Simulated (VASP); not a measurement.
**Rh: single point with PBEsol**

Crystal: Rh.

```
Rh
1.0
     2.68233    0.00000    0.00000
    -1.34116    2.32296    0.00000
     0.00000    0.00000    4.87245
Rh
2
Direct
  0.66667 0.33333 0.75000
  0.33333 0.66667 0.25000
```

This cell differs from its parent crystal: volume 15.180 Å^3 an atom, c/a of the conventional cell 1.8165.

| Quantity | Value |
| --- | --- |
| Program | VASP 6.6.1 |
| Task | single point |
| Functional | PBEsol |
| Potentials or basis | VASP PAW PBE potentials, release 64 (Rh_pv) |
| Cutoff | 520 eV |
| k mesh | 21 × 21 × 12 |
| Occupations | gaussian, width 0.15 eV |
| Spin | no spin polarisation |

The pressure is -21.6 GPa. The band gap on the k mesh is zero (band 15 reaches 10.98 eV, above the bottom of band 16 at 8.70 eV).

Stress tensor (GPa, compression positive):
```
-14.28   0.00   0.00
  0.00 -14.28   0.00
  0.00   0.00 -36.32
```

Levels at points of the mesh, in eV from the Fermi level:
| k point | band 12 | band 13 | band 14 | band 15 | band 16 | band 17 | band 18 | band 19 |
| --- | --- | --- | --- | --- | --- | --- | --- | --- |
| (0.00, 0.00, 0.00) | -2.28 | -2.28 | -0.87 | -0.87 | -0.08 | 0.27 | 0.27 | 6.15 |
| (0.00, 0.00, 0.50) | -2.52 | -2.52 | -2.52 | -0.17 | -0.17 | -0.17 | -0.17 | 12.16 |

It took 84 s on 1 thread of Intel(R) Xeon(R) 6975P-C (Granite Rapids), with other jobs on the host, peak memory 0.27 GiB.

Caveat: the PAW data sets were made with another functional, which shifts forces and pressure a little.
